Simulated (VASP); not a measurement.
Sc4Ta: single point with PBE

The system is Sc4Ta.

```xyz
5
Lattice="4.8679 0.0000 0.0000 0.0000 4.8679 0.0000 0.0000 0.0000 4.8679" Properties=species:S:1:pos:R:3 pbc="T T T"
Sc    0.0000    2.4339    2.4339
Sc    2.4339    0.0000    2.4339
Sc    2.4339    2.4339    0.0000
Sc    2.4339    2.4339    2.4339
Ta    0.0000    0.0000    0.0000
```

| Quantity | Value |
| --- | --- |
| Program | VASP 6.6.1 |
| Task | single point |
| Functional | PBE |
| Potentials or basis | VASP PAW PBE potentials, release 64 (Sc_sv, Ta_pv) |
| Cutoff | 520 eV |
| k mesh | 4 × 4 × 4 |
| Occupations | gaussian, width 0.1 eV |
| Spin | no spin polarisation |
| Dipole correction | no |
| Further INCAR settings | ALGO = Normal; EDIFF = 1e-06; NBANDS = 36 |

```
Pressure : 0.3 GPa
```

Levels at points of the mesh, in eV from the Fermi level:
```tsv
k point	band 24	band 25	band 26	band 27	band 28	band 29	band 30	band 31
(0.00, 0.00, 0.00)	-1.68	-1.68	-0.78	-0.54	-0.54	0.40	0.40	0.40
(0.50, 0.00, 0.00)	-1.17	-1.00	-0.60	-0.45	-0.45	-0.29	-0.17	0.71
(0.50, 0.50, 0.00)	-1.31	-1.31	-0.32	-0.04	0.34	0.51	0.92	0.92
(0.50, 0.50, 0.50)	-0.74	-0.74	-0.74	0.64	0.64	0.90	1.30	1.30
```

Wall time 89 s on 1 thread of Oxide Virtual Turin-like Processor, on a shared host, peak memory 0.19 GiB.

Caveat: spin-orbit coupling is left out, which moves the levels of the heavy elements.
